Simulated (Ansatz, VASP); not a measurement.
**TiTl2Se6I6O12: VASP beside Ansatz**

```
Ti Tl I O Se
1.0
     5.70835    3.29572    3.79843
    -5.70835    3.29572    3.79843
     0.00000   -6.59143    3.79843
Ti Tl I O Se
1 2 6 12 6
Direct
  0.50000 0.50000 0.50000
  0.87134 0.87134 0.87134
  0.12866 0.12866 0.12866
  0.66771 0.13861 0.27595
  0.27595 0.66771 0.13861
  0.13861 0.27595 0.66771
  0.33229 0.86139 0.72405
  0.72405 0.33229 0.86139
  0.86139 0.72405 0.33229
  0.54429 0.34967 0.28481
  0.28481 0.54429 0.34967
  0.34967 0.28481 0.54429
  0.45571 0.65033 0.71519
  0.71519 0.45571 0.65033
  0.65033 0.71519 0.45571
  0.67581 0.11258 0.01954
  0.01954 0.67581 0.11258
  0.11258 0.01954 0.67581
  0.32419 0.88742 0.98046
  0.98046 0.32419 0.88742
  0.88742 0.98046 0.32419
  0.94893 0.36958 0.32537
  0.32537 0.94893 0.36958
  0.36958 0.32537 0.94893
  0.05107 0.63042 0.67463
  0.67463 0.05107 0.63042
  0.63042 0.67463 0.05107
```

Alike in both runs: functional PBE; k mesh 3 × 3 × 3; occupations fermi-dirac, width 0.02 eV; no spin polarisation.

Ansatz relaxed the structure, and its values are those at the end. VASP's run is a single point on that final structure, the one shown.

|  | VASP | Ansatz |
| --- | --- | --- |
| version | VASP 6.6.1 | Ansatz 0.2.0 |
| potentials or method | VASP PAW PBE potentials, release 64 (Ti_sv, Tl_d, I, O, Se) | plane-wave PAW, scalar-relativistic |
| plane-wave cutoff (eV) | 520 | 420 |
| valence electrons in the cell | 188 | 308 |

```csv
,VASP,Ansatz,Ansatz less VASP
pressure (GPa),13.9,14.2,+0.25
rms of the force components (eV/Å),0.022,0.006,-0.0158
```

The functional is the same, so the differences come from potentials, cutoffs and numerics. VASP's potentials hold 188 valence electrons a cell and Ansatz's 308, so a difference there can come from the potentials and not from the codes. Ansatz's warnings: stress scf threshold loose.

Spin-orbit coupling is off throughout.
